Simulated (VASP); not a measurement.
Write the native input for VASP 6.6.1 that does the following.

- Task: density of states
- Functional: PBE
- Potentials or basis: VASP PAW PBE potentials, release 64 (Cu)
- Cutoff: 520 eV
- k mesh: 18 × 18 × 18
- Occupations: fermi-dirac, width 0.1 eV
- Spin: no spin polarisation
- Dipole correction: no
- k mesh for the DOS: 27 × 27 × 27
- Occupations for the DOS: tetrahedron
- Further INCAR settings: ALGO = Normal; EDIFF = 1e-06; NBANDS = 12

The system is Cu.

```
CELL_PARAMETERS angstrom
-1.08885 1.08885 1.08885
1.08885 -1.08885 1.08885
1.08885 1.08885 -1.08885
ATOMIC_POSITIONS crystal
Cu 0.00000 0.00000 0.00000
```

This cell differs from its parent crystal: volume scaled by 0.43.

These files were run (other wordings do the same):

POSCAR

```
Cu
1.0
   -1.0888450767      1.0888450767      1.0888450767
    1.0888450767     -1.0888450767      1.0888450767
    1.0888450767      1.0888450767     -1.0888450767
Cu
1
Direct
    0.0000000000      0.0000000000      0.0000000000
```

INCAR.step1

```
SYSTEM = Cu
PREC = Accurate ; ENCUT = 520
EDIFF = 1E-6 ; ISMEAR = -1
SIGMA = 0.1 ; LREAL = .FALSE.
LASPH = .TRUE. ; NELM = 80
ALGO = Normal ; ISIF = 2
LWAVE = .FALSE. ; LCHARG = .TRUE.
LMAXMIX = 4 ; GGA = PE
NBANDS = 12
```

KPOINTS.step1

```
Automatic mesh
0
G
  18 18 18
  0 0 0
```

INCAR.step2

```
SYSTEM = Cu
PREC = Accurate ; ENCUT = 520
EDIFF = 1E-6 ; ISMEAR = -5
SIGMA = 0.1 ; LREAL = .FALSE.
LASPH = .TRUE. ; NELM = 80
ALGO = Normal ; ISIF = 2
LWAVE = .FALSE. ; LCHARG = .FALSE.
LMAXMIX = 4 ; GGA = PE
LORBIT = 11 ; NBANDS = 12
NEDOS = 1001 ; ICHARG = 11
```

KPOINTS.step2

```
Automatic mesh
0
G
  27 27 27
  0 0 0
```

Potentials or basis: VASP PAW PBE potentials, release 64 (Cu).

Command:

```bash
$ cat potpaw_PBE.64/Cu/POTCAR > POTCAR
$ cp INCAR.step1 INCAR
$ cp KPOINTS.step1 KPOINTS
$ mpirun -np 1 vasp_std > vasp.out
$ cp INCAR.step2 INCAR
$ cp KPOINTS.step2 KPOINTS
$ mpirun -np 1 vasp_std > vasp.out
```

Run time: 24 s on 1 thread of Intel Xeon 6975P-C, on a shared host, peak memory 0.19 GiB.
